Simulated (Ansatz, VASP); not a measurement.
## Ti2TeP2 in VASP and in Ansatz

```xyz
5
Lattice="2.9643 -4.6365 0.0000 2.9643 4.6365 0.0000 0.0000 0.0000 3.4054" Properties=species:S:1:pos:R:3 pbc="T T T"
Ti    1.4822    2.3183    0.0000
Ti    1.4822   -2.3183    0.0000
Te    0.0000    0.0000    0.0000
P     2.9643   -1.1781    1.7027
P     2.9643    1.1781    1.7027
```

Alike in both runs: task relaxation of cell and atoms; functional PBE; k mesh 6 × 6 × 10; occupations gaussian, width 0.1 eV; no spin polarisation.

```csv
,VASP,Ansatz
version,VASP 6.6.1,Ansatz 0.2.0
potentials or method,"VASP PAW PBE potentials, release 64 (Ti_sv, Te, P), cutoff 600 eV","scalar-relativistic, plane waves, PAW"
valence electrons in the cell,40,50
```

```tsv
	VASP	Ansatz	Ansatz less VASP
gap on the k mesh at the Fermi level, each at its own relaxed structure (eV)	none	none	-
relaxed volume (Å³/atom)	18.72	18.73	+0.015
relaxed length of the cell vector where the two differ most in proportion (Å)	5.486	5.488	+0.0028
```

A gap of «none» marks a metal or a gap that the smearing closes. VASP's potentials hold 40 valence electrons a cell and Ansatz's 50, so a difference there can come from the potentials and not from the codes.

Neither program's run includes spin-orbit coupling.
